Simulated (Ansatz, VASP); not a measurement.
Ge7Au in VASP and in Ansatz

```
Ge Au
1.0
     5.55608    0.00000    0.00000
     0.00000    5.55608    0.00000
     0.00000    0.00000    5.55608
Ge Au
7 1
Cartesian
  1.4014 1.4014 1.4014
  0.0000 2.7780 2.7780
  2.7780 2.7780 0.0000
  2.7780 0.0000 2.7780
  4.1547 1.4014 4.1547
  4.1547 4.1547 1.4014
  1.4014 4.1547 4.1547
  0.0000 0.0000 0.0000
```

Alike in both runs: functional PBE; k mesh 8 × 8 × 8; occupations gaussian, width 0.1 eV; no spin polarisation.

Ansatz relaxed the structure, and its values are those at the end. VASP's run is a single point on that final structure, the one shown.

```csv
,VASP,Ansatz
version,VASP 6.6.1,Ansatz 0.2.0
potentials or method,"VASP PAW PBE potentials, release 64 (Ge_d, Au), cutoff 520 eV","scalar-relativistic, plane waves, PAW"
valence electrons in the cell,109,117
```

```tsv
	VASP	Ansatz	Ansatz less VASP
gap on the k mesh at the Fermi level (eV)	none	none	-
pressure (GPa)	9.8	9.9	+0.09
rms of the force components (eV/Å)	0.002	0.003	+0.0008
```

A gap of «none» marks a metal or a gap that the smearing closes. The functional is the same, so the differences come from potentials, cutoffs and numerics. VASP's potentials hold 109 valence electrons a cell and Ansatz's 117, so a difference there can come from the potentials and not from the codes. Ansatz's warnings: stress scf threshold loose.

Neither program's run includes spin-orbit coupling.
